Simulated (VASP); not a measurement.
# HfPb2 (P-3m1) in VASP: a series of runs

HfPb2 is run at these levels: PBE; tasks: single point, relaxation of cell and atoms.

All numbers are computed with VASP 6.6.1; they aren't measurements. Logs are shortened: lines on timing, memory, paths and dates and some standing lists are left out, and cuts for length are marked.

**1. The cell of the first run**

The structure is trigonal, space group P-3m1 (No. 164). Conventional cell: a = 3.353 Å, b = 3.353 Å, c = 8.528 Å, α = 90.00°, β = 90.00°, γ = 120.00°. Within 4.4 Å of Hf (site symmetry -3m) lie 6 Hf at 3.35 Å and 6 Pb at 3.36 Å. Within 4.4 Å of Pb (site symmetry 3m) lie 9 Pb at 3.35 to 3.60 Å and 3 Hf at 3.36 Å.

**2. Single point, PBE**

Input file INCAR:

```
PREC = Accurate
ENCUT = 520
EDIFF = 1E-6
ISMEAR = 0
SIGMA = 0.1
LREAL = F
LASPH = T
NELM = 100
ALGO = Fast
ISIF = 2
LWAVE = F
LCHARG = T
GGA = PE
LELF = T
LVHAR = T
NBANDS = 26
```

Input file KPOINTS:

```
regular mesh
0
Gamma
  6 6 2
```

Input file POSCAR:

```
HfPb2
1.0
    3.3525911600      0.0000000000      0.0000000000
   -1.6762955800      2.9034291200      0.0000000000
    0.0000000000      0.0000000000      8.5275286200
Hf Pb
1 2
Direct
    0.0000000000      0.0000000000      0.0000000000
    0.3333333300      0.6666666700      0.3217177800
    0.6666666700      0.3333333300      0.6782822200
```

Potentials or basis: VASP PAW PBE potentials, release 64 (Hf_pv, Pb_d).

Run with:

```bash
$ cat potpaw_PBE.64/Hf_pv/POTCAR potpaw_PBE.64/Pb_d/POTCAR > POTCAR
$ mpirun -np 1 vasp_std > vasp.out
```

OUTCAR:

```text
PREC = Accurate
   ENCUT = 520
   EDIFF = 1E-6
   ISMEAR = 0
   LREAL = F
   LASPH = T
   NELM = 100
   ISIF = 2
   GGA = PE

 ion  position               nearest neighbor table
   1  0.000  0.000  0.000-   2 3.36   3 3.36   3 3.36   2 3.36   3 3.36   2 3.36
   2  0.333  0.667  0.322-   1 3.36   1 3.36   1 3.36   3 3.60   3 3.60   3 3.60
   3  0.667  0.333  0.678-   1 3.36   1 3.36   1 3.36   2 3.60   2 3.60   2 3.60

  LATTYP: Found a hexagonal cell.
 ALAT       =     3.3525911600
 C/A-ratio  =     2.5435635343

  Lattice vectors:

 A1 = (   3.3525911600,   0.0000000000,   0.0000000000)
 A2 = (  -1.6762955800,   2.9034291200,   0.0000000000)
 A3 = (   0.0000000000,   0.0000000000,   8.5275286200)

Analysis of symmetry for initial positions (statically):
=====================================================================
 Subroutine PRICEL returns:
 Original cell was already a primitive cell.

 Routine SETGRP: Setting up the symmetry group for a
 hexagonal supercell.

 Subroutine GETGRP returns: Found 12 space group operations
 (whereof 12 operations were pure point group operations)
 out of a pool of 24 trial point group operations.

The static configuration has the point symmetry D_3d.

Analysis of symmetry for dynamics (positions and initial velocities):
=====================================================================
 Subroutine PRICEL returns:
 Original cell was already a primitive cell.

 Routine SETGRP: Setting up the symmetry group for a
 hexagonal supercell.

 Subroutine GETGRP returns: Found 12 space group operations
 (whereof 12 operations were pure point group operations)
 out of a pool of 24 trial point group operations.

The dynamic configuration has the point symmetry D_3d.

 Subroutine INISYM returns: Found 12 space group operations
 (whereof 12 operations are pure point group operations),
 and found     1 'primitive' translations

----------------------------------------------------------------------------------------

                                     Primitive cell

  volume of cell :      83.0071

  direct lattice vectors                    reciprocal lattice vectors
     3.352591160  0.000000000  0.000000000     0.298276751  0.172210162  0.000000000
[... 65 lines left out ...]
   NGX,Y,Z   is equivalent  to a cutoff of  13.88, 13.88, 12.48 a.u.
   NGXF,Y,Z  is equivalent  to a cutoff of  27.77, 27.77, 24.95 a.u.
 SYSTEM =  unknown system
   PREC   = accura    normal or accurate (medium, high low for compatibility)
   ISTART =      0    job   : 0-new  1-cont  2-samecut
   ICHARG =      2    charge: 1-file 2-atom 10-const
   ISPIN  =      1    spin polarized calculation?
   LNONCOLLINEAR =      F non collinear calculations
   LSORBIT =      F    spin-orbit coupling
   LASPH  =      T    aspherical Exc in radial PAW
   ENCUT  =  520.0 eV  38.22 Ry    6.18 a.u.   6.23  6.23 15.86*2*pi/ulx,y,z
   NELM   =    100;   NELMIN=  2; NELMDL= -5     # of ELM steps
   EDIFF  = 0.1E-05   stopping-criterion for ELM
   LREAL  =      F    real-space projection
[... 7 lines left out ...]
   TEBEG  =    0.0;   TEEND  =   0.0 temperature during run
   PSTRESS=    0.0 pullay stress
   NELECT =      38.0000    total number of electrons
   NUPDOWN=      -1.0000    fix difference up-down
   EMIN   =  10.00;   EMAX   =-10.00  energy-range for DOS
   EFERMI =   0.00;   METHOD = LEGACY
   ISMEAR =     0;   SIGMA  =   0.10  broadening in eV -4-tet -1-fermi 0-gaus
   EFERMI_NEDOS =   21; number of points for ismear=-14 and -15
   IALGO  =     68    algorithm
   IMIX   =      4    mixing-type and parameters
     AMIX     =   0.40;   BMIX     =  1.00
     AMIX_MAG =   1.60;   BMIX_MAG =  1.00
  volume/ion in A,a.u.               =      27.67       186.72
  Fermi-wavevector in a.u.,A,eV,Ry     =   1.261724  2.384313 21.659760  1.591947
  Thomas-Fermi vector in A             =   2.395169
   LORBIT       =      0    0 simple, 1 ext, 2 COOP (PROOUT), +10 PAW based schemes
   GGA     = PE    functional components
   LHFCALC =     F    Hartree Fock is set to
   AEXX    =    0.0000 exact exchange contribution
   IVDW    =     0    specifies the selected vdW correction
   LEPSILON=     F    determine dielectric tensor
   LRPA    =     F    only Hartree local field effects (RPA)
 non-spin polarized calculation
 RMM-DIIS sequential band-by-band and
 Gauss-broadening in eV      SIGMA  =   0.10
  energy-cutoff  :      520.00
  volume of cell :       83.01
 maximum number of plane-waves:      2251
 NGX is ok and might be reduce to    28
   NGX = 13   NGY = 13   NGZ = 31

 number of electron      37.9999999 magnetization

 Free energy of the ion-electron system (eV)
  ---------------------------------------------------
  ext. energy  EPLUGINS =         0.00000000
  ---------------------------------------------------
  free energy    TOTEN  =       -16.51052669 eV

  energy without entropy =      -16.49414585  energy(sigma->0) =      -16.50233627

 E-fermi :   6.5887     XC(G=0): -10.5252

 val. band max:        6.5575674480   @ k =   0.1667   0.1667   0.5000
 cond. band min:       6.6300775881   @ k =   0.0000   0.0000   0.0000
 fundamental gap:      0.0725101401
 Fermi energy:         6.5887219127

 k-point     1 :       0.0000    0.0000    0.0000
  band No.  band energies     occupation
      1     -24.6615      2.00000
      2     -24.2364      2.00000
      3     -24.2364      2.00000
      4     -10.3624      2.00000
      5     -10.3624      2.00000
      6     -10.3576      2.00000
[... 395 lines left out ...]
     25      11.5540      0.00000
     26      11.6419      0.00000

------------------------ aborting loop because EDIFF is reached ----------------------------------------

  FORCE on cell =-STRESS in cart. coord.  units (eV):
  Direction    XX          YY          ZZ          XY          YZ          ZX
  --------------------------------------------------------------------------------------
  -------------------------------------------------------------------------------------
  Total       -0.7722505     -0.7722505     -1.0265541      0.0000000      0.0000000      0.0000000
  in kB      -14.9057487    -14.9057488    -19.8142392      0.0000000      0.0000000      0.0000000
  external PRESSURE =     -16.5419123 kB  Pullay stress =       0.0000000 kB

 VOLUME and BASIS-vectors are now :
 -----------------------------------------------------------------------------
  energy-cutoff  :      520.00
  volume of cell :       83.01
      direct lattice vectors                 reciprocal lattice vectors
     3.352591160  0.000000000  0.000000000     0.298276751  0.172210162  0.000000000
    -1.676295580  2.903429120  0.000000000     0.000000000  0.344420325  0.000000000
     0.000000000  0.000000000  8.527528620     0.000000000  0.000000000  0.117267270

 POSITION                                       TOTAL-FORCE (eV/Angst)
 -----------------------------------------------------------------------------------
      0.00000      0.00000      0.00000        -0.000000      0.000000      0.000000
     -0.00000      1.93562      2.74346         0.000000     -0.000000     -0.517450
      1.67630      0.96781      5.78407         0.000000      0.000000      0.517450
 -----------------------------------------------------------------------------------
    total drift:                               -0.000000     -0.000000     -0.000000

  FREE ENERGIE OF THE ION-ELECTRON SYSTEM (eV)
  ---------------------------------------------------
  free  energy   TOTEN  =       -16.5105266891 eV

  energy  without entropy=      -16.4941458518  energy(sigma->0) =      -16.50233627
```

stdout:

```text
POSCAR found type information on POSCAR HfPb
 POSCAR found :  2 types and       3 ions
 scaLAPACK will be used
 LDA part: xc-table for (Slater+PW92), standard interpolation
 POSCAR, INCAR and KPOINTS ok, starting setup
 FFT: planning ... GRIDC
 FFT: planning ... GRID_SOFT
 FFT: planning ... GRID
 WAVECAR not read
 entering main loop
```

It took 27 s on 1 thread of AMD EPYC 9R45 (Zen 5), shared host; peak memory 0.19 GiB.

Results:

* Free energy: -16.5105 eV
* Pressure: -1.7 GPa
* Largest force: 0.517 eV/Å
* Band gap on the k mesh: zero (band 19 reaches 8.07 eV, above the bottom of band 20 at 6.13 eV)

Forces in eV/Å, atoms in the order of the input:
```
Hf   0.000  0.000  0.000
Pb   0.000  0.000 -0.517
Pb   0.000  0.000  0.517
```

Caveat: the k points lie up to 0.37 Å⁻¹ apart; spin-orbit coupling is left out, which moves the levels of the heavy elements.

**3. Single point, PBE**

This run uses another cell than the first one, of 27.51 Å³/atom, 0.994 times its volume.

Input file INCAR:

```
SYSTEM = HfPb2
  ALGO = Normal
  EDIFF = 1E-6
  ENCUT = 520
  GGA = PE
  ISIF = 2
  ISMEAR = 0
  LASPH = .True.
  LCHARG = .False.
  LREAL = .False.
  LWAVE = .False.
  NBANDS = 26
  NELM = 60
  PREC = Accurate
  SIGMA = 0.1
```

Input file KPOINTS:

```
k-points
0
Gamma
  6 6 2
  0 0 0
```

Input file POSCAR:

```
HfPb2
1.0
    3.2937837069      0.0000000000      0.0000000000
   -1.6468918535      2.8525003648      0.0000000000
    0.0000000000      0.0000000000      8.7846448553
Hf Pb
1 2
Direct
    0.0000000000      0.0000000000      0.0000000000
    0.3333333333      0.6666666667      0.3078460453
    0.6666666667      0.3333333333      0.6921539547
```

Potentials or basis: VASP PAW PBE potentials, release 64 (Hf_pv, Pb_d).

Run with:

```bash
$ cat potpaw_PBE.64/Hf_pv/POTCAR potpaw_PBE.64/Pb_d/POTCAR > POTCAR
$ mpirun -np 1 vasp_std > vasp.out
```

OUTCAR:

```text
SYSTEM = HfPb2
   EDIFF = 1E-6
   ENCUT = 520
   GGA = PE
   ISIF = 2
   ISMEAR = 0
   LASPH = .True.
   LREAL = .False.
   NELM = 60
   PREC = Accurate

 ion  position               nearest neighbor table
   1  0.000  0.000  0.000-   2 3.31   3 3.31   3 3.31   2 3.31   3 3.31   2 3.31
   2  0.333  0.667  0.308-   1 3.31   1 3.31   1 3.31   3 3.87   3 3.87   3 3.87
   3  0.667  0.333  0.692-   1 3.31   1 3.31   1 3.31   2 3.87   2 3.87   2 3.87

[... 589 lines left out ...]

  FORCE on cell =-STRESS in cart. coord.  units (eV):
  Direction    XX          YY          ZZ          XY          YZ          ZX
  --------------------------------------------------------------------------------------
  -------------------------------------------------------------------------------------
  Total       -0.0153908     -0.0153908     -0.1056775      0.0000000     -0.0000000      0.0000000
  in kB       -0.2987626     -0.2987626     -2.0513890      0.0000000     -0.0000000      0.0000000
  external PRESSURE =      -0.8829714 kB  Pullay stress =       0.0000000 kB

 VOLUME and BASIS-vectors are now :
 -----------------------------------------------------------------------------
  energy-cutoff  :      520.00
  volume of cell :       82.54
      direct lattice vectors                 reciprocal lattice vectors
     3.293783707  0.000000000  0.000000000     0.303602206  0.175284815  0.000000000
    -1.646891853  2.852500365  0.000000000     0.000000000  0.350569631  0.000000000
     0.000000000  0.000000000  8.784644855     0.000000000  0.000000000  0.113834995

 POSITION                                       TOTAL-FORCE (eV/Angst)
 -----------------------------------------------------------------------------------
      0.00000      0.00000      0.00000        -0.000000      0.000000     -0.000000
     -0.00000      1.90167      2.70432        -0.000000     -0.000000     -0.041522
      1.64689      0.95083      6.08033         0.000000      0.000000      0.041522
 -----------------------------------------------------------------------------------
    total drift:                               -0.000000      0.000000     -0.000000

  FREE ENERGIE OF THE ION-ELECTRON SYSTEM (eV)
  ---------------------------------------------------
  free  energy   TOTEN  =       -16.5896667993 eV

  energy  without entropy=      -16.5798091441  energy(sigma->0) =      -16.58473797
```

OSZICAR:

```text
N       E                     dE             d eps       ncg     rms          rms(c)
DAV:   1     0.375527465203E+03    0.37553E+03   -0.18820E+04   728   0.167E+03
DAV:   2     0.127220086599E+02   -0.36281E+03   -0.35552E+03   738   0.438E+02
DAV:   3    -0.160546110693E+02   -0.28777E+02   -0.28404E+02   982   0.142E+02
DAV:   4    -0.170830433969E+02   -0.10284E+01   -0.10246E+01   872   0.284E+01
DAV:   5    -0.171307762814E+02   -0.47733E-01   -0.47725E-01  1112   0.588E+00    0.376E+01
DAV:   6    -0.167179865333E+02    0.41279E+00   -0.47602E-01   852   0.494E+00    0.215E+01
DAV:   7    -0.165943991527E+02    0.12359E+00   -0.67737E-01   866   0.500E+00    0.140E+00
DAV:   8    -0.165897086992E+02    0.46905E-02   -0.70767E-02   904   0.216E+00    0.498E-01
DAV:   9    -0.165896972331E+02    0.11466E-04   -0.25313E-03   998   0.364E-01    0.169E-01
DAV:  10    -0.165896753416E+02    0.21892E-04   -0.31217E-04  1056   0.107E-01    0.519E-02
DAV:  11    -0.165896660935E+02    0.92481E-05   -0.40349E-05   878   0.403E-02    0.216E-02
DAV:  12    -0.165896667993E+02   -0.70588E-06   -0.77092E-06   936   0.272E-02
   1 F= -.16589667E+02 E0= -.16584738E+02  d E =-.985766E-02
```

Run time: 16 s. Hardware: 1 thread of AMD EPYC 9R45 (Zen 5), shared host; peak memory 0.17 GiB.

What came out:

```
Free energy            : -16.5897 eV
Pressure               : -0.1 GPa
Largest force          : 0.042 eV/Å
Band gap on the k mesh : zero (band 19 reaches 8.13 eV, above the bottom of band 20 at 6.18 eV)
```

Forces in eV/Å, atoms in the order of the input:
```
Hf   0.000  0.000  0.000
Pb   0.000  0.000 -0.042
Pb   0.000  0.000  0.042
```

Caveat: the k points lie up to 0.37 Å⁻¹ apart; spin-orbit coupling is left out, which moves the levels of the heavy elements.

(Continued in part 2 of 2.)
